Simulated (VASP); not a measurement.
Write the native input for VASP 6.6.1 that does the following.

- Task: single point
- Functional: PBE
- Potentials or basis: VASP PAW PBE potentials, release 64 (Sb)
- Cutoff: 520 eV
- k mesh: 18 × 18 × 18
- Occupations: fermi-dirac, width 0.1 eV
- Spin: no spin polarisation
- Dipole correction: no
- Further INCAR settings: ALGO = Normal; EDIFF = 1e-07; NBANDS = 8

The structure of Sb lies in POSCAR:

```
Sb
1.0
    0.0000000000      1.7966021425      1.7966021425
    1.7966021425      0.0000000000      1.7966021425
    1.7966021425      1.7966021425      0.0000000000
Sb
1
Direct
    0.0000000000      0.0000000000      0.0000000000
```

The input as run:

INCAR

```
PREC     = Accurate       # precision mode
ENCUT    = 520            # plane-wave cutoff, eV
EDIFF    = 1E-7           # SCF threshold, eV
ISMEAR   = -1             # smearing method
SIGMA    = 0.1            # smearing width, eV
LREAL    = F              # projectors in reciprocal space
LASPH    = T              # aspherical terms in the spheres
NELM     = 80             # most SCF steps
ALGO     = Normal         # electronic algorithm
ISIF     = 2              # what is computed and relaxed
LWAVE    = F              # write WAVECAR
LCHARG   = F              # write CHGCAR
GGA      = PE             # functional
NBANDS   = 8              # bands
```

KPOINTS

```
Automatic mesh
0
Gamma
  18 18 18
```

Potentials or basis: VASP PAW PBE potentials, release 64 (Sb).

The run is started by

```sh
$ cat potpaw_PBE.64/Sb/POTCAR > POTCAR
$ mpirun -np 1 vasp_std > vasp.out
```

Results of the run:

| Item | Value |
| --- | --- |
| Pressure | 383.7 GPa |

Wall time 12 s on 1 thread of Intel Xeon 6975P-C, with other jobs on the host, peak memory 0.14 GiB.
